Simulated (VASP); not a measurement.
Crystal: BaTiO3.

```xyz
5
Lattice="3.9998 0.0000 0.0000 0.0000 3.9998 0.0000 0.0000 0.0000 4.0180" Properties=species:S:1:pos:R:3 pbc="T T T"
Ba    0.0000    0.0000    0.0000
Ti    1.9999    1.9999    1.9688
O     1.9999    1.9999    0.0763
O     1.9999    0.0000    2.0773
O     0.0000    1.9999    2.0773
```

Base run:

```yaml
Program: VASP 6.6.1
Functional: RPBE
Potentials_or_basis: VASP PAW PBE potentials, release 64 (Ba_sv, Ti_sv, O)
Cutoff: 520 eV
k_mesh: 4 × 4 × 4
Occupations: gaussian, width 0.01 eV
Spin: no spin polarisation
```

Its results: band gap on the k mesh 1.80 eV, indirect (least direct gap 2.09 eV); pressure 8.5 GPa; largest force 0.301 eV/Å.

Problem. The run is repeated on the same cell with these changes: functional from RPBE to r2SCAN. What comes out?

Solution. Band gap on the k mesh 2.15 eV, indirect (least direct gap 2.45 eV); pressure 1.2 GPa; largest force 0.329 eV/Å.

r2SCAN gives the wider gap, since meta-GGAs in the generalised Kohn-Sham scheme recover part of the derivative discontinuity.

Caveats: the PAW data sets were made with another functional, which shifts forces and pressure a little; spin-orbit coupling is left out, which moves the levels of the heavy elements.

A k mesh can miss the band edges.
